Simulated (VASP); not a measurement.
ZrTi2C3: single point with PBE

ZrTi2C3:

```
CELL_PARAMETERS angstrom
-1.70346 1.70346 7.22719
1.70346 -1.70346 7.22719
1.70346 1.70346 -7.22719
ATOMIC_POSITIONS crystal
Zr 0.00000 0.00000 0.00000
Ti 0.66667 0.66667 0.00000
Ti 0.33333 0.33333 0.00000
C 0.83333 0.83333 0.00000
C 0.50000 0.50000 0.00000
C 0.16667 0.16667 0.00000
```

```json
{"Program": "VASP 6.6.1", "Task": "single point", "Functional": "PBE", "Potentials or basis": "VASP PAW PBE potentials, release 64 (Zr_sv, Ti_sv, C)", "Cutoff": "520 eV", "k mesh": "8 × 8 × 8", "Occupations": "gaussian, width 0.1 eV", "Spin": "no spin polarisation", "Dipole correction": "no", "Further INCAR settings": "ALGO = Normal; EDIFF = 1e-07; NBANDS = 33"}
```

| Quantity | Value |
| --- | --- |
| Pressure | -32.3 GPa |
| Largest force | 0.507 eV/Å |
| Band gap on the k mesh | zero (bands 24 and 25 overlap by 0.91 eV) |

Forces in eV/Å, atoms in the order of the input:
```
Zr   0.000  0.000  0.000
Ti   0.000  0.000  0.335
Ti   0.000  0.000 -0.335
C    0.000  0.000 -0.507
C    0.000  0.000  0.000
C    0.000  0.000  0.507
```

Stress tensor (GPa, compression positive):
```
-31.97   0.00   0.00
  0.00 -31.97   0.00
  0.00   0.00 -33.08
```

Levels at points of the mesh, in eV from the Fermi level:
| k point | band 22 | band 23 | band 24 | band 25 | band 26 | band 27 |
| --- | --- | --- | --- | --- | --- | --- |
| (0.00, 0.00, 0.00) | -0.27 | -0.27 | 0.62 | 0.62 | 0.67 | 1.18 |
| (0.50, 0.00, 0.00) | -2.04 | -1.90 | -1.85 | 1.48 | 1.75 | 1.80 |
| (0.50, 0.50, 0.00) | -1.70 | -1.05 | -0.09 | -0.06 | 1.26 | 1.48 |
| (0.50, 0.50, 0.50) | -0.15 | -0.15 | -0.09 | -0.09 | 0.08 | 0.23 |

It took 15 min on 1 thread of Intel(R) Xeon(R) Platinum 8259CL CPU @ 2.50GHz (Skylake/Cascade Lake), on a shared host, peak memory 0.56 GiB.

Caveat: the cell stands under tension.
